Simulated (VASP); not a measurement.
LiPb2:

```
Li Pb
1.0
     3.02192    0.00000    0.00000
    -1.51096    2.61706    0.00000
     0.00000    0.00000    7.52605
Li Pb
1 2
Direct
  0.00000 0.00000 0.50000
  0.33333 0.66667 0.81656
  0.66667 0.33333 0.18344
```

The cell was built from a structure type or drawn by symmetry, and may not be a known phase.

* Program: VASP 6.6.1
* Task: relaxation of cell and atoms
* Functional: PBE
* Potentials or basis: VASP PAW PBE potentials, release 64 (Li_sv, Pb_d)
* Cutoff: 600 eV
* k mesh: 6 × 6 × 2
* Occupations: gaussian, width 0.1 eV
* Spin: no spin polarisation

At the start: pressure 25.8 GPa; volume 19.84 Å³/atom.

Q: How do energy, volume and symmetry change on relaxing?

A: Over 17 steps the energy falls by 517.1 meV/atom and the volume is 27.39 Å³/atom (+38.1 %); space group P-3m1 (No. 164, to 0.1 Å) before and after.

Step by step:
```
step  energy change (eV)  largest force (eV/Å)  pressure (GPa)  volume (Å³)
   1              0.0000                1.1962           25.85        59.52
   2             -1.4380                0.1631           -2.92        91.37
   3             -1.5149                0.0964            0.32        81.94
   4             -1.5167                0.0499           -0.22        83.22
   5             -1.5165                0.0688            0.00        82.69
   6             -1.5200                0.0352            0.09        82.40
   7             -1.5309                0.0769            0.37        81.49
   8             -1.5369                0.1589            0.88        79.61
   9             -1.5397                0.1350            0.65        80.41
  10             -1.5425                0.1397            0.50        80.65
  11             -1.5444                0.1492            0.25        81.05
  12             -1.5457                0.1392            0.18        81.25
  13             -1.5485                0.1100           -0.02        81.87
  14             -1.5497                0.0535           -0.39        83.12
  15             -1.5499                0.0690           -0.28        82.77
  16             -1.5512                0.0342           -0.07        82.39
  17             -1.5514                0.0138            0.04        82.17
```

Final structure:
```
CELL_PARAMETERS angstrom
3.52233 0.00000 0.00000
-1.76117 3.05043 0.00000
0.00000 0.00000 7.64737
ATOMIC_POSITIONS crystal
Li 0.00000 0.00000 0.50000
Pb 0.33333 0.66667 0.81335
Pb 0.66667 0.33333 0.18665
```

Caveat: the k points lie up to 0.41 Å⁻¹ apart in the final cell, too coarse for converged energies and pressures of a metal; the cutoff is under 1.25 times the usual one of these potentials, so pressure, stress and relaxed cells hold a basis-set (Pulay) error; the volume moved by over 15 % at a fixed basis, so the end points are rough.
